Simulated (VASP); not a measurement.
Here is a VASP 6.6.1 calculation.

File INCAR:

```
SYSTEM = Ag
ALGO = Normal
EDIFF = 1E-6
ENCUT = 500
GGA = PS
GGA_COMPAT = .False.
ISIF = 2
ISMEAR = -1
LASPH = .True.
LCHARG = .False.
LREAL = .False.
LWAVE = .False.
NBANDS = 12
NELM = 120
PREC = Accurate
SIGMA = 0.15
```

Contents of KPOINTS:

```
k-points
0
Gamma
  12 12 12
  0 0 0
```

File POSCAR:

```
Ag
1.0
   -1.6556540000      1.6556540000      1.6556540000
    1.6556540000     -1.6556540000      1.6556540000
    1.6556540000      1.6556540000     -1.6556540000
Ag
1
Direct
    0.0000000000      0.0000000000      0.0000000000
```

Potentials or basis: VASP PAW PBE potentials, release 64 (Ag).

Command:

```console
$ cat potpaw_PBE.64/Ag/POTCAR > POTCAR
$ mpirun -np 1 vasp_std > vasp.out
```

(1) Predict the band gap on the k mesh.

(2) What does it give for the pressure?

Answers

(1) zero (an odd number of electrons rules out a gap without spin polarisation).

(2) -7.2 GPa.

Caveat: the cell stands under tension; the PAW data sets were made with another functional, which shifts forces and pressure a little.
